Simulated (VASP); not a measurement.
# Re (Fm-3m) in VASP: further runs

The runs below take Re through single point, with RPBE, revPBE, BLYP.

All numbers are computed with VASP 6.6.1; they aren't measurements. Logs are shortened: lines on timing, memory, paths and dates and some standing lists are left out, and cuts for length are marked.

**1. The cell of the first run**

The structure is cubic, space group Fm-3m (No. 225). The conventional cell has a = 3.929 Å, b = 3.929 Å, c = 3.929 Å, α = 90.00°, β = 90.00°, γ = 90.00°. Re (site symmetry m-3m) has 12 Re at 2.78 Å within 3.7 Å.

**2. Single point, RPBE**

Contents of INCAR:

```
SYSTEM = Re
ALGO = Fast
EDIFF = 1E-7
ENCUT = 520
GGA = RP
ISIF = 2
ISMEAR = -1
LASPH = .True.
LCHARG = .False.
LREAL = .False.
LWAVE = .False.
NBANDS = 10
NELM = 100
PREC = Accurate
SIGMA = 0.05
```

Contents of KPOINTS:

```
k-points
0
Gamma
  12 12 12
  0 0 0
```

Contents of POSCAR:

```
Re
1.0
    0.0000000000      1.9645726098      1.9645726098
    1.9645726098      0.0000000000      1.9645726098
    1.9645726098      1.9645726098      0.0000000000
Re
1
Direct
    0.0000000000      0.0000000000      0.0000000000
```

Potentials or basis: VASP PAW PBE potentials, release 64 (Re).

On the command line:

```bash
> cat potpaw_PBE.64/Re/POTCAR > POTCAR
> mpirun -np 1 vasp_std > vasp.out
```

OUTCAR:

```text
SYSTEM = Re
   EDIFF = 1E-7
   ENCUT = 520
   GGA = RP
   ISIF = 2
   ISMEAR = -1
   LASPH = .True.
   LREAL = .False.
   NELM = 100
   PREC = Accurate

 ion  position               nearest neighbor table
   1  0.000  0.000  0.000-

  LATTYP: Found a face centered cubic cell.
 ALAT       =     3.9291452196

  Lattice vectors:

 A1 = (   0.0000000000,   1.9645726098,   1.9645726098)
 A2 = (   1.9645726098,   0.0000000000,   1.9645726098)
 A3 = (   1.9645726098,   1.9645726098,   0.0000000000)

Analysis of symmetry for initial positions (statically):
=====================================================================
 Subroutine PRICEL returns:
 Original cell was already a primitive cell.

 Routine SETGRP: Setting up the symmetry group for a
 face centered cubic supercell.

 Subroutine GETGRP returns: Found 48 space group operations
[... 9 lines left out ...]

 Routine SETGRP: Setting up the symmetry group for a
 face centered cubic supercell.

 Subroutine GETGRP returns: Found 48 space group operations
[... 11 lines left out ...]
                                     Primitive cell

  volume of cell :      15.1647

  direct lattice vectors                    reciprocal lattice vectors
     0.000000000  1.964572610  1.964572610    -0.254508282  0.254508282  0.254508282
     1.964572610  0.000000000  1.964572610     0.254508282 -0.254508282  0.254508282
     1.964572610  1.964572610  0.000000000     0.254508282  0.254508282 -0.254508282

  length of vectors
     2.778325229  2.778325229  2.778325229     0.440821276  0.440821276  0.440821276

  position of ions in fractional coordinates (direct lattice)
     0.000000000  0.000000000  0.000000000

  ion indices of the primitive-cell ions
   primitive index   ion index
                 1           1

----------------------------------------------------------------------------------------

 KPOINTS: k-points

Automatic generation of k-mesh.
 Grid dimensions read from file:
 generate k-points for:   12   12   12

 Generating k-lattice:

  Cartesian coordinates                     Fractional coordinates (reciprocal lattice)
    -0.021209024  0.021209024  0.021209024     0.083333333  0.000000000  0.000000000
     0.021209024 -0.021209024  0.021209024     0.000000000  0.083333333  0.000000000
     0.021209024  0.021209024 -0.021209024     0.000000000  0.000000000  0.083333333

  Length of vectors
     0.036735106  0.036735106  0.036735106

  Shift w.r.t. Gamma in fractional coordinates (k-lattice)
     0.000000000  0.000000000  0.000000000

 Subroutine IBZKPT returns following result:
 ===========================================

 Found     72 irreducible k-points:

 Following reciprocal coordinates:
            Coordinates               Weight
  0.000000  0.000000  0.000000      1.000000
  0.083333  0.000000  0.000000      8.000000
  0.166667  0.000000  0.000000      8.000000
  0.250000  0.000000  0.000000      8.000000
  0.333333  0.000000  0.000000      8.000000
  0.416667  0.000000  0.000000      8.000000
[... 16 lines left out ...]
  0.500000  0.166667  0.000000     24.000000
 -0.416667  0.166667  0.000000     24.000000
 [... further k-points ...]
   k-points           NKPTS =     72   k-points in BZ     NKDIM =     72   number of bands    NBANDS=     10
   number of dos      NEDOS =    301   number of ions     NIONS =      1
   total plane-waves  NPLWV =  13824
   dimension x,y,z NGX =    24 NGY =   24 NGZ =   24
   dimension x,y,z NGXF=    48 NGYF=   48 NGZF=   48
   ions per type =               1
   NGX,Y,Z   is equivalent  to a cutoff of  14.36, 14.36, 14.36 a.u.
   NGXF,Y,Z  is equivalent  to a cutoff of  28.72, 28.72, 28.72 a.u.
 SYSTEM =  Re
   PREC   = accura    normal or accurate (medium, high low for compatibility)
   ISTART =      0    job   : 0-new  1-cont  2-samecut
   ICHARG =      2    charge: 1-file 2-atom 10-const
   ISPIN  =      1    spin polarized calculation?
   LNONCOLLINEAR =      F non collinear calculations
   LSORBIT =      F    spin-orbit coupling
   LASPH  =      T    aspherical Exc in radial PAW
   ENCUT  =  520.0 eV  38.22 Ry    6.18 a.u.   5.17  5.17  5.17*2*pi/ulx,y,z
   NELM   =    100;   NELMIN=  2; NELMDL= -5     # of ELM steps
   EDIFF  = 0.1E-06   stopping-criterion for ELM
   LREAL  =      F    real-space projection
   EDIFFG = 0.1E-05   stopping-criterion for IOM
   NSW    =      0    number of steps for IOM
   IBRION =     -1    ionic relax: 0-MD 1-quasi-New 2-CG
   NFREE  =      0    steps in history (QN), initial steepest desc. (CG)
   ISIF   =      2    stress and relaxation
   ISYM   =      2    0-nonsym 1-usesym 2-fastsym
   POTIM  = 0.5000    time-step for ionic-motion
   TEBEG  =    0.0;   TEEND  =   0.0 temperature during run
   PSTRESS=    0.0 pullay stress
   NELECT =       7.0000    total number of electrons
   NUPDOWN=      -1.0000    fix difference up-down
   EMIN   =  10.00;   EMAX   =-10.00  energy-range for DOS
   EFERMI =   0.00;   METHOD = LEGACY
   ISMEAR =    -1;   SIGMA  =   0.05  broadening in eV -4-tet -1-fermi 0-gaus
   EFERMI_NEDOS =   21; number of points for ismear=-14 and -15
   IALGO  =     68    algorithm
   IMIX   =      4    mixing-type and parameters
     AMIX     =   0.40;   BMIX     =  1.00
     AMIX_MAG =   1.60;   BMIX_MAG =  1.00
  volume/ion in A,a.u.               =      15.16       102.34
  Fermi-wavevector in a.u.,A,eV,Ry     =   1.265210  2.390901 21.779627  1.600757
  Thomas-Fermi vector in A             =   2.398475
   LORBIT       =      0    0 simple, 1 ext, 2 COOP (PROOUT), +10 PAW based schemes
   GGA     = RP    functional components
   LHFCALC =     F    Hartree Fock is set to
   AEXX    =    0.0000 exact exchange contribution
   IVDW    =     0    specifies the selected vdW correction
   LEPSILON=     F    determine dielectric tensor
   LRPA    =     F    only Hartree local field effects (RPA)
 non-spin polarized calculation
 RMM-DIIS sequential band-by-band and
  energy-cutoff  :      520.00
  volume of cell :       15.16
 maximum number of plane-waves:       424
 NGX is ok and might be reduce to    24
   NGX = 11   NGY = 11   NGZ = 11

 number of electron       7.0000000 magnetization

 Free energy of the ion-electron system (eV)
  ---------------------------------------------------
  ext. energy  EPLUGINS =         0.00000000
  ---------------------------------------------------
  free energy    TOTEN  =       -11.76367907 eV

  energy without entropy =      -11.75821593  energy(sigma->0) =      -11.76094750

 E-fermi :   7.8439     XC(G=0): -13.5388

 val. band max:        7.8025344434   @ k =   0.5000   0.4167   0.0833
 cond. band min:       7.8525491052   @ k =  -0.1667   0.2500   0.0833
 fundamental gap:      0.0500146618
 Fermi energy:         7.8439497616

 k-point     1 :       0.0000    0.0000    0.0000
  band No.  band energies     occupation
      1      -2.0528      2.00000
      2       6.0236      2.00000
      3       6.0236      2.00000
      4       6.0236      2.00000
      5       9.0709      0.00000
      6       9.0709      0.00000
      7      21.6961      0.00000
      8      27.2030      0.00000
      9      27.2030      0.00000
     10      27.2030      0.00000

 k-point     2 :       0.0833    0.0000    0.0000
  band No.  band energies     occupation
      1      -1.7433      2.00000
      2       5.8193      2.00000
      3       6.1648      2.00000
      4       6.1648      2.00000
      5       8.9626      0.00000
      6       8.9626      0.00000
      7      22.2877      0.00000
      8      25.7973      0.00000
      9      27.7650      0.00000
     10      27.7650      0.00000

 k-point     3 :       0.1667    0.0000    0.0000
  band No.  band energies     occupation
      1      -0.8938      2.00000
      2       5.3921      2.00000
      3       6.4473      2.00000
      4       6.4473      2.00000
      5       8.8439      0.00000
      6       8.8439      0.00000
      7      23.2381      0.00000
      8      24.2636      0.00000
      9      29.3384      0.00000
     10      29.3384      0.00000

 k-point     4 :       0.2500    0.0000    0.0000
  band No.  band energies     occupation
      1       0.1986      2.00000
      2       5.2067      2.00000
      3       6.4779      2.00000
      4       6.4779      2.00000
      5       9.2166      0.00000
      6       9.2166      0.00000
      7      21.6261      0.00000
      8      25.1742      0.00000
      9      31.5861      0.00000
     10      31.6755      0.00000

 k-point     5 :       0.3333    0.0000    0.0000
  band No.  band energies     occupation
      1       0.9662      2.00000
      2       5.8421      2.00000
      3       6.2059      2.00000
      4       6.2059      2.00000
      5      10.1339      0.00000
      6      10.1339      0.00000
      7      19.9787      0.00000
      8      23.6987      0.00000
      9      30.7690      0.00000
     10      30.7727      0.00000

 k-point     6 :       0.4167    0.0000    0.0000
  band No.  band energies     occupation
      1       1.1852      2.00000
      2       5.9354      2.00000
      3       5.9354      2.00000
      4       7.2088      1.99999
      5      11.0839      0.00000
      6      11.0839      0.00000
      7      18.3314      0.00000
      8      21.8178      0.00000
      9      28.4847      0.00000
     10      28.4847      0.00000
[... 183 lines left out ...]
 k-point    21 :       0.3333    0.1667    0.0000
  band No.  band energies     occupation
      1       1.3858      2.00000
      2       4.1870      2.00000
      3       5.9190      2.00000
      4       7.4131      1.99964
      5       9.4281      0.00000
      6      10.6358      0.00000
      7      22.3256      0.00000
      8      25.7276      0.00000
      9      27.4874      0.00000
     10      29.0203      0.00000

 k-point    22 :       0.4167    0.1667    0.0000
  band No.  band energies     occupation
      1       1.9633      2.00000
      2       4.6451      2.00000
      3       5.5594      2.00000
      4       7.1372      2.00000
      5      11.2257      0.00000
      6      11.3972      0.00000
      7      19.6812      0.00000
      8      24.1060      0.00000
      9      26.6662      0.00000
     10      29.1761      0.00000

 k-point    23 :       0.5000    0.1667    0.0000
  band No.  band energies     occupation
      1       2.1235      2.00000
      2       4.7532      2.00000
      3       6.2071      2.00000
      4       6.8582      2.00000
      5      11.5944      0.00000
      6      13.0942      0.00000
      7      17.2583      0.00000
      8      23.3392      0.00000
      9      26.5372      0.00000
     10      27.4582      0.00000

 k-point    24 :      -0.4167    0.1667    0.0000
  band No.  band energies     occupation
      1       2.2075      2.00000
      2       4.8089      2.00000
      3       6.4880      2.00000
      4       6.7269      2.00000
      5      10.9464      0.00000
      6      13.7145      0.00000
      7      17.1105      0.00000
      8      23.2991      0.00000
      9      25.8989      0.00000
     10      27.8195      0.00000

 [... further k-points ...]
[... 5 lines left out ...]
  --------------------------------------------------------------------------------------
  -------------------------------------------------------------------------------------
  Total       -0.0718242     -0.0718242     -0.0718242      0.0000000      0.0000000      0.0000000
  in kB       -7.5883502     -7.5883502     -7.5883502      0.0000000      0.0000000      0.0000000
  external PRESSURE =      -7.5883502 kB  Pullay stress =       0.0000000 kB

 VOLUME and BASIS-vectors are now :
 -----------------------------------------------------------------------------
  energy-cutoff  :      520.00
  volume of cell :       15.16
      direct lattice vectors                 reciprocal lattice vectors
     0.000000000  1.964572610  1.964572610    -0.254508282  0.254508282  0.254508282
     1.964572610  0.000000000  1.964572610     0.254508282 -0.254508282  0.254508282
     1.964572610  1.964572610  0.000000000     0.254508282  0.254508282 -0.254508282

 POSITION                                       TOTAL-FORCE (eV/Angst)
 -----------------------------------------------------------------------------------
      0.00000      0.00000      0.00000        -0.000000      0.000000      0.000000
 -----------------------------------------------------------------------------------
    total drift:                               -0.000000      0.000000      0.000000

  FREE ENERGIE OF THE ION-ELECTRON SYSTEM (eV)
  ---------------------------------------------------
  free  energy   TOTEN  =       -11.7636790731 eV

  energy  without entropy=      -11.7582159282  energy(sigma->0) =      -11.76094750
```

Wall time 7.4 s (1 thread of Intel Xeon 6975P-C (Granite Rapids), shared host); peak memory 0.14 GiB.

What came out:

```
Free energy : -11.7637 eV
Pressure    : -0.8 GPa
```

Levels at points of the mesh, in eV from the Fermi level:
```tsv
k point	band 1	band 2	band 3	band 4	band 5	band 6	band 7	band 8
(0.00, 0.00, 0.00)	-9.90	-1.82	-1.82	-1.82	1.23	1.23	13.85	19.36
(0.50, 0.00, 0.00)	-6.64	-2.01	-2.01	0.17	3.65	3.65	9.57	13.35
(0.50, 0.50, 0.00)	-6.55	-5.71	2.68	3.61	4.36	4.36	12.04	12.04
```

Caveat: the PAW data sets were made with another functional, which shifts forces and pressure a little; spin-orbit coupling is left out, which moves the levels of the heavy elements.

**3. Single point, revPBE**

This run uses another cell than the first one, of 15.12 Å³/atom, 0.997 times its volume.

Contents of INCAR:

```
SYSTEM = Re
ALGO = Normal
EDIFF = 1E-7
ENCUT = 520
GGA = RE
ISIF = 2
ISMEAR = -1
LASPH = .TRUE.
LCHARG = .TRUE.
LELF = .TRUE.
LREAL = .FALSE.
LVHAR = .TRUE.
LWAVE = .FALSE.
NBANDS = 10
NELM = 60
PREC = Accurate
SIGMA = 0.05
```

Contents of KPOINTS:

```
k-points
0
G
  12 12 12
  0 0 0
```

Contents of POSCAR:

```
Re
1.0
    0.0000000000      1.9625809600      1.9625809600
    1.9625809600      0.0000000000      1.9625809600
    1.9625809600      1.9625809600      0.0000000000
Re
1
Direct
    0.0000000000      0.0000000000      0.0000000000
```

Potentials or basis: VASP PAW PBE potentials, release 64 (Re).

On the command line:

```bash
> cat potpaw_PBE.64/Re/POTCAR > POTCAR
> mpirun -np 1 vasp_std > vasp.out
```

Wall time 5.5 s (1 thread of Intel Xeon 6975P-C (Granite Rapids), shared host); peak memory 0.14 GiB.

The run converged. Its results:

| Property | Result |
| --- | --- |
| Free energy | -11.8852 eV |
| Pressure | -0.7 GPa |

Levels at points of the mesh, in eV from the Fermi level:
```
           k point  band 1  band 2  band 3  band 4  band 5  band 6  band 7  band 8  band 9
(0.00, 0.00, 0.00)   -9.92   -1.83   -1.83   -1.83    1.23    1.23   13.87   19.39   19.39
(0.50, 0.00, 0.00)   -6.67   -2.02   -2.02    0.18    3.67    3.67    9.61   13.37   19.81
(0.50, 0.50, 0.00)   -6.58   -5.73    2.69    3.63    4.38    4.38   12.07   12.07   12.60
```

Caveat: the PAW data sets were made with another functional, which shifts forces and pressure a little; spin-orbit coupling is left out, which moves the levels of the heavy elements.

**4. Single point, BLYP**

This run uses another cell than the first one, of 15.59 Å³/atom, 1.028 times its volume.

Contents of INCAR:

```
AGGAC = 1.0
AGGAX = 1.0
ALDAC = 0.0
ALDAX = 1.0
ALGO = Normal
EDIFF = 1E-6
ENCUT = 520
GGA = B5
ISIF = 2
ISMEAR = -1
LASPH = True
LCHARG = False
LREAL = False
LWAVE = False
NBANDS = 10
NELM = 100
PREC = Accurate
SIGMA = 0.05
```

Contents of KPOINTS:

```
k-points
0
Gamma
  12 12 12
```

Contents of POSCAR:

```
Re
1.0
    0.0000000000      1.9827094953      1.9827094953
    1.9827094953      0.0000000000      1.9827094953
    1.9827094953      1.9827094953      0.0000000000
Re
1
Direct
    0.0000000000      0.0000000000      0.0000000000
```

On the command line:

```bash
> cat potpaw_PBE.64/Re/POTCAR > POTCAR
> mpirun -np 1 vasp_std > vasp.out
```

It took 7.8 s on 1 thread of Intel Xeon 6975P-C (Granite Rapids), shared host; peak memory 0.15 GiB.

The run converged. Its results:

| Quantity | Value |
| --- | --- |
| Free energy | -10.7075 eV |
| Pressure | 1.7 GPa |

Levels at points of the mesh, in eV from the Fermi level:
```
           k point  band 1  band 2  band 3  band 4  band 5  band 6  band 7  band 8
(0.00, 0.00, 0.00)   -9.52   -1.80   -1.80   -1.80    1.11    1.11   14.11   19.43
(0.50, 0.00, 0.00)   -6.39   -1.97   -1.97    0.47    3.44    3.44    9.18   13.66
(0.50, 0.50, 0.00)   -6.24   -5.49    2.85    3.39    4.12    4.12   12.04   12.05
```

Caveat: the PAW data sets were made with another functional, which shifts forces and pressure a little; spin-orbit coupling is left out, which moves the levels of the heavy elements.

**5. The runs side by side**

| level | cell | gap on the mesh (eV) | pressure (GPa) |
| --- | --- | --- | --- |
| RPBE | a = 2.778 Å, angles 60.0°, 1 atom | none | -0.8 |
| revPBE | a = 2.776 Å, angles 60.0°, 1 atom | none | -0.7 |
| BLYP | a = 2.804 Å, angles 60.0°, 1 atom | none | 1.7 |

Alike in all rows: task single point; potentials or basis VASP PAW PBE potentials, release 64 (Re); no spin polarisation; k mesh 12 × 12 × 12; cutoff (eV) 520; smearing fermi-dirac 0.05 eV.

Caveats: the PAW data sets were made with another functional, which shifts forces and pressure a little; spin-orbit coupling is left out, which moves the levels of the heavy elements.

Absolute energies hang on the potentials; compare differences alone.
